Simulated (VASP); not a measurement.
Wanted: the native input for a VASP 6.6.1 run.

```
Task                   : single point
Functional             : PBE
Potentials or basis    : VASP PAW PBE potentials, release 64 (Te, P)
Cutoff                 : 520 eV
k mesh                 : 6 × 6 × 4
Occupations            : gaussian, width 0.1 eV
Spin                   : no spin polarisation
Dipole correction      : no
Further INCAR settings : ALGO = Normal; EDIFF = 1e-07; NBANDS = 15
```

The structure of TeP2 lies in POSCAR:

```
TeP2
1.0
    4.2208014400      0.0000000000      0.0000000000
   -2.1104007200      3.6553212700      0.0000000000
    0.0000000000      0.0000000000      4.5488541900
Te P
1 2
Direct
    0.0000000000      0.0000000000      0.0000000000
    0.3333333300      0.6666666700      0.5000000000
    0.6666666700      0.3333333300      0.5000000000
```

One way to write it, as run:

INCAR

```
PREC = Accurate
ENCUT = 520
EDIFF = 1E-7
ISMEAR = 0
SIGMA = 0.1
LREAL = F
LASPH = T
NELM = 100
ALGO = Normal
ISIF = 2
LWAVE = F
LCHARG = T
GGA = PE
LELF = T
LVHAR = T
NBANDS = 15
```

KPOINTS

```
Automatic mesh
0
Gamma
  6 6 4
```

Potentials or basis: VASP PAW PBE potentials, release 64 (Te, P).

The run is started by

```sh
$ cat potpaw_PBE.64/Te/POTCAR potpaw_PBE.64/P/POTCAR > POTCAR
$ mpirun -np 1 vasp_std > vasp.out
```

It gave:

```yaml
Pressure: -5.7 GPa
Band_gap_on_the_k_mesh: zero (band 8 reaches 7.39 eV, above the bottom of band 9 at 4.73 eV)
```

Caveat: spin-orbit coupling is left out, which moves the levels of the heavy elements.

Wall time 12 s on 1 thread of AMD EPYC 9R45 96-Core Processor (Zen 5) (shared host), peak memory 0.16 GiB.
